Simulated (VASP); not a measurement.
# Pb (Fd-3m) in VASP: further runs, part 2 of 2

VASP 6.6.1. The steps go on from the part before.

## 3. Relaxation of cell and atoms, RPBE

This run uses another cell than the first one, of 40.95 Å³/atom, 0.823 times its volume.

The input, INCAR:

```
SYSTEM = Pb
ALGO = Normal
EDIFF = 1E-6
EDIFFG = -0.01
ENCUT = 600
GGA = RP
IBRION = 2
ISIF = 3
ISMEAR = -1
LASPH = .TRUE.
LCHARG = .FALSE.
LREAL = .FALSE.
LWAVE = .FALSE.
NELM = 80
NSW = 80
PREC = Accurate
SIGMA = 0.1
```

The input, KPOINTS:

```
k-points
0
G
  8 8 8
  0 0 0
```

The input, POSCAR:

```
Pb
1.0
    0.0000000000      3.4467278281      3.4467278281
    3.4467278281      0.0000000000      3.4467278281
    3.4467278281      3.4467278281      0.0000000000
Pb
2
Direct
    0.1250000000      0.1250000000      0.1250000000
    0.8750000000      0.8750000000      0.8750000000
```

Potentials or basis: VASP PAW PBE potentials, release 64 (Pb_d).

On the command line:

```console
$ cat potpaw_PBE.64/Pb_d/POTCAR > POTCAR
$ mpirun -np 1 vasp_std > vasp.out
```

OUTCAR:

```text
SYSTEM = Pb
   EDIFF = 1E-6
   EDIFFG = -0.01
   ENCUT = 600
   GGA = RP
   IBRION = 2
   ISIF = 3
   ISMEAR = -1
   LASPH = .TRUE.
   LREAL = .FALSE.
   NELM = 80
   NSW = 80
   PREC = Accurate

 ion  position               nearest neighbor table
   1  0.125  0.125  0.125-   2 2.98   2 2.98   2 2.98   2 2.98
   2  0.875  0.875  0.875-   1 2.98   1 2.98   1 2.98   1 2.98

  LATTYP: Found a face centered cubic cell.
 ALAT       =     6.8934556562

  Lattice vectors:

 A1 = (   0.0000000000,   3.4467278281,   3.4467278281)
 A2 = (   3.4467278281,   0.0000000000,   3.4467278281)
 A3 = (   3.4467278281,   3.4467278281,   0.0000000000)

Analysis of symmetry for initial positions (statically):
=====================================================================
 Subroutine PRICEL returns:
 Original cell was already a primitive cell.

 Routine SETGRP: Setting up the symmetry group for a
 face centered cubic supercell.

 Subroutine GETGRP returns: Found 48 space group operations
 (whereof 12 operations were pure point group operations)
 out of a pool of 48 trial point group operations.

The static configuration has the point symmetry D_3d.
 The point group associated with its full space group is O_h .

Analysis of symmetry for dynamics (positions and initial velocities):
=====================================================================
 Subroutine PRICEL returns:
 Original cell was already a primitive cell.

 Routine SETGRP: Setting up the symmetry group for a
 face centered cubic supercell.

 Subroutine GETGRP returns: Found 48 space group operations
 (whereof 12 operations were pure point group operations)
 out of a pool of 48 trial point group operations.

The dynamic configuration has the point symmetry D_3d.
 The point group associated with its full space group is O_h .

 Subroutine INISYM returns: Found 48 space group operations
 (whereof 12 operations are pure point group operations),
 and found     1 'primitive' translations

----------------------------------------------------------------------------------------

                                     Primitive cell

  volume of cell :      81.8938

  direct lattice vectors                    reciprocal lattice vectors
     0.000000000  3.446727828  3.446727828    -0.145065124  0.145065124  0.145065124
     3.446727828  0.000000000  3.446727828     0.145065124 -0.145065124  0.145065124
     3.446727828  3.446727828  0.000000000     0.145065124  0.145065124 -0.145065124

  length of vectors
     4.874409240  4.874409240  4.874409240     0.251260165  0.251260165  0.251260165

  position of ions in fractional coordinates (direct lattice)
     0.125000000  0.125000000  0.125000000
     0.875000000  0.875000000  0.875000000

  ion indices of the primitive-cell ions
   primitive index   ion index
                 1           1
                 2           2

----------------------------------------------------------------------------------------

 KPOINTS: k-points

Automatic generation of k-mesh.
 Grid dimensions read from file:
 generate k-points for:    8    8    8

 Generating k-lattice:

  Cartesian coordinates                     Fractional coordinates (reciprocal lattice)
    -0.018133141  0.018133141  0.018133141     0.125000000  0.000000000  0.000000000
     0.018133141 -0.018133141  0.018133141     0.000000000  0.125000000  0.000000000
     0.018133141  0.018133141 -0.018133141     0.000000000  0.000000000  0.125000000

  Length of vectors
     0.031407521  0.031407521  0.031407521

  Shift w.r.t. Gamma in fractional coordinates (k-lattice)
     0.000000000  0.000000000  0.000000000

 Subroutine IBZKPT returns following result:
 ===========================================

 Found     29 irreducible k-points:

 Following reciprocal coordinates:
            Coordinates               Weight
  0.000000  0.000000  0.000000      1.000000
  0.125000  0.000000  0.000000      8.000000
  0.250000  0.000000  0.000000      8.000000
  0.375000  0.000000  0.000000      8.000000
  0.500000  0.000000  0.000000      4.000000
  0.125000  0.125000  0.000000      6.000000
[... 16 lines left out ...]
  0.500000  0.250000  0.125000     48.000000
 -0.375000  0.250000  0.125000     24.000000
 [... further k-points ...]
   k-points           NKPTS =     29   k-points in BZ     NKDIM =     29   number of bands    NBANDS=     18
   number of dos      NEDOS =    301   number of ions     NIONS =      2
   total plane-waves  NPLWV =  64000
   dimension x,y,z NGX =    40 NGY =   40 NGZ =   40
   dimension x,y,z NGXF=    80 NGYF=   80 NGZF=   80
   ions per type =               2
   NGX,Y,Z   is equivalent  to a cutoff of  13.64, 13.64, 13.64 a.u.
   NGXF,Y,Z  is equivalent  to a cutoff of  27.28, 27.28, 27.28 a.u.
 SYSTEM =  Pb
   PREC   = accura    normal or accurate (medium, high low for compatibility)
   ISTART =      0    job   : 0-new  1-cont  2-samecut
   ICHARG =      2    charge: 1-file 2-atom 10-const
   ISPIN  =      1    spin polarized calculation?
   LNONCOLLINEAR =      F non collinear calculations
   LSORBIT =      F    spin-orbit coupling
   LASPH  =      T    aspherical Exc in radial PAW
   ENCUT  =  600.0 eV  44.10 Ry    6.64 a.u.   9.74  9.74  9.74*2*pi/ulx,y,z
   NELM   =     80;   NELMIN=  2; NELMDL= -5     # of ELM steps
   EDIFF  = 0.1E-05   stopping-criterion for ELM
   LREAL  =      F    real-space projection
   EDIFFG = -.1E-01   stopping-criterion for IOM
   NSW    =     80    number of steps for IOM
   IBRION =      2    ionic relax: 0-MD 1-quasi-New 2-CG
   NFREE  =      1    steps in history (QN), initial steepest desc. (CG)
   ISIF   =      3    stress and relaxation
   ISYM   =      2    0-nonsym 1-usesym 2-fastsym
   POTIM  = 0.5000    time-step for ionic-motion
   TEBEG  =    0.0;   TEEND  =   0.0 temperature during run
   PSTRESS=    0.0 pullay stress
   NELECT =      28.0000    total number of electrons
   NUPDOWN=      -1.0000    fix difference up-down
   EMIN   =  10.00;   EMAX   =-10.00  energy-range for DOS
   EFERMI =   0.00;   METHOD = LEGACY
   ISMEAR =    -1;   SIGMA  =   0.10  broadening in eV -4-tet -1-fermi 0-gaus
   EFERMI_NEDOS =   21; number of points for ismear=-14 and -15
   IALGO  =     38    algorithm
   IMIX   =      4    mixing-type and parameters
     AMIX     =   0.40;   BMIX     =  1.00
     AMIX_MAG =   1.60;   BMIX_MAG =  1.00
  volume/ion in A,a.u.               =      40.95       276.32
  Fermi-wavevector in a.u.,A,eV,Ry     =   1.144750  2.163263 17.829779  1.310452
  Thomas-Fermi vector in A             =   2.281441
   LORBIT       =      0    0 simple, 1 ext, 2 COOP (PROOUT), +10 PAW based schemes
   GGA     = RP    functional components
   LHFCALC =     F    Hartree Fock is set to
   AEXX    =    0.0000 exact exchange contribution
   IVDW    =     0    specifies the selected vdW correction
   LEPSILON=     F    determine dielectric tensor
   LRPA    =     F    only Hartree local field effects (RPA)
 conjugate gradient relaxation of ions
 non-spin polarized calculation
  energy-cutoff  :      600.00
  volume of cell :       81.89
 maximum number of plane-waves:      2764
   NGX = 19   NGY = 19   NGZ = 19

--------------------------------------- Ionic step        1  -------------------------------------------

 number of electron      28.0000004 magnetization

 Free energy of the ion-electron system (eV)
  ---------------------------------------------------
  ext. energy  EPLUGINS =         0.00000000
  ---------------------------------------------------
  free energy    TOTEN  =        -5.84511480 eV

  energy without entropy =       -5.82986384  energy(sigma->0) =       -5.83748932

------------------------ aborting loop because EDIFF is reached ----------------------------------------

  FORCE on cell =-STRESS in cart. coord.  units (eV):
  Direction    XX          YY          ZZ          XY          YZ          ZX
  --------------------------------------------------------------------------------------
  -------------------------------------------------------------------------------------
  Total        1.7092600      1.7092600      1.7092600     -0.0000000     -0.0000000     -0.0000000
  in kB       33.4401136     33.4401136     33.4401136     -0.0000000     -0.0000000     -0.0000000
  external PRESSURE =      33.4401136 kB  Pullay stress =       0.0000000 kB
[... 59 lines left out ...]
--------------------------------------- Ionic step        3  -------------------------------------------

 number of electron      28.0000004 magnetization

 Free energy of the ion-electron system (eV)
  ---------------------------------------------------
  ext. energy  EPLUGINS =         0.00000000
  ---------------------------------------------------
  free energy    TOTEN  =        -5.93856571 eV

  energy without entropy =       -5.91728439  energy(sigma->0) =       -5.92792505

 E-fermi :   3.4565     XC(G=0):  -7.7015

 val. band max:        3.2645257812   @ k =   0.1250   0.1250   0.0000
 cond. band min:       3.5161398515   @ k =  -0.1250   0.1250   0.0000
 fundamental gap:      0.2516140703
 Fermi energy:         3.4564565750

 k-point     1 :       0.0000    0.0000    0.0000
  band No.  band energies     occupation
      1     -13.5972      2.00000
      2     -13.5972      2.00000
      3     -13.5972      2.00000
      4     -13.5412      2.00000
      5     -13.5412      2.00000
      6     -13.2277      2.00000
[... 481 lines left out ...]
      5     -13.4350      2.00000
      6     -13.3574      2.00000
[... 10 lines left out ...]
     17       7.7897      0.00000
     18       8.2130      0.00000

 [... further k-points ...]
[... 5 lines left out ...]
  --------------------------------------------------------------------------------------
  -------------------------------------------------------------------------------------
  Total       -0.0029906     -0.0029906     -0.0029906      0.0000000     -0.0000000     -0.0000000
  in kB       -0.0521120     -0.0521120     -0.0521120      0.0000000     -0.0000000     -0.0000000
  external PRESSURE =      -0.0521120 kB  Pullay stress =       0.0000000 kB
[... 17 lines left out ...]
  FREE ENERGIE OF THE ION-ELECTRON SYSTEM (eV)
  ---------------------------------------------------
  free  energy   TOTEN  =        -5.9385657107 eV

  energy  without entropy=       -5.9172843941  energy(sigma->0) =       -5.92792505

 reached required accuracy - stopping structural energy minimisation
```

OSZICAR:

```text
N       E                     dE             d eps       ncg     rms          rms(c)
DAV:   1     0.287795762934E+03    0.28780E+03   -0.15411E+04  1044   0.189E+03
DAV:   2     0.154485089894E+02   -0.27235E+03   -0.26911E+03  1044   0.436E+02
[... 25 lines left out ...]
DAV:   1    -0.594862533792E+01   -0.10289E-01   -0.32536E-01  1120   0.104E+01    0.507E-01
DAV:   2    -0.593987264256E+01    0.87527E-02   -0.19695E-02  1318   0.252E+00    0.187E-01
DAV:   3    -0.593854558366E+01    0.13271E-02   -0.60749E-03  1356   0.131E+00    0.160E-02
DAV:   4    -0.593855096331E+01   -0.53796E-05   -0.12646E-04  1104   0.119E-01    0.758E-03
DAV:   5    -0.593856540740E+01   -0.14444E-04   -0.38737E-05  1314   0.685E-02    0.786E-03
DAV:   6    -0.593856649882E+01   -0.10914E-05   -0.73808E-06  1250   0.456E-02    0.155E-03
DAV:   7    -0.593856571072E+01    0.78810E-06   -0.41438E-07   544   0.714E-03
   3 F= -.59385657E+01 E0= -.59279251E+01  d E =-.934509E-01
```

Wall time 3.9 min (1 thread of AMD EPYC 7R13, shared host); peak memory 0.24 GiB.

What came out:

* Free energy: -5.9386 eV
* Relaxed volume: 45.97 Å³/atom
* Relaxed cell: a = 5.066 Å, b = 5.066 Å, c = 5.066 Å, α = 60.00°, β = 60.00°, γ = 60.00°
* Space group after relaxing (to 0.05 Å): Fd-3m (No. 227)
* Energy gained by relaxing: 46.7 meV/atom
* Ionic steps: 3
* Pressure after relaxing: 0.0 GPa
* Band gap on the k mesh: zero (band 14 reaches 3.80 eV, above the bottom of band 15 at 2.83 eV)

The path:
```
step  energy change (eV)  largest force (eV/Å)  pressure (GPa)  volume (Å³)
   1              0.0000                0.0000            3.34        81.89
   2             -0.0932                0.0000           -0.11        92.45
   3             -0.0935                0.0000           -0.01        91.95
```

Final structure:
```
CELL_PARAMETERS angstrom
0.00000 3.58236 3.58236
3.58236 0.00000 3.58236
3.58236 3.58236 0.00000
ATOMIC_POSITIONS crystal
Pb 0.12500 0.12500 0.12500
Pb 0.87500 0.87500 0.87500
```

Caveat: the PAW data sets were made with another functional, which shifts forces and pressure a little; spin-orbit coupling is left out, which moves the levels of the heavy elements.
